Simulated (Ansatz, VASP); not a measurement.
# LiF: VASP beside Ansatz

```
Li F
1.0
     0.00000    1.95358    2.01400
     1.95358    0.00000    2.01400
     1.95358    1.95358    0.00000
Li F
1 1
Direct
  0.00000 0.00000 0.00000
  0.50000 0.50000 0.50000
```

Change from the starting cell: equal xx and yy strain of -3 %, crystal datasets.

Alike in both runs: task electric field gradients; functional PBE; k mesh 10 × 10 × 10; occupations fermi-dirac, width 0.03 eV; no spin polarisation.

|  | VASP | Ansatz |
| --- | --- | --- |
| version | VASP 6.6.1 | Ansatz 0.2.0 |
| potentials or method | VASP PAW PBE potentials, release 64 (Li_sv, F), cutoff 520 eV | all-electron PAW with datasets made for the crystal, scalar-relativistic |

Ansatz gave:

```
gap on the k mesh at the Fermi level (eV)            : 9.58
size of Vzz on the site where it differs most (V/Å²) : 1.3
```

**Question.** What did VASP give for the same quantities?

**Answer.** gap on the k mesh at the Fermi level (eV): 9.60; size of Vzz on the site where it differs most (V/Å²): 1.6.

Ansatz ran all-electron here, and VASP with PAW potentials.

Noted on VASP's run: the cutoff is under 1.25 times that of the potentials, so the pressure is a little rough.
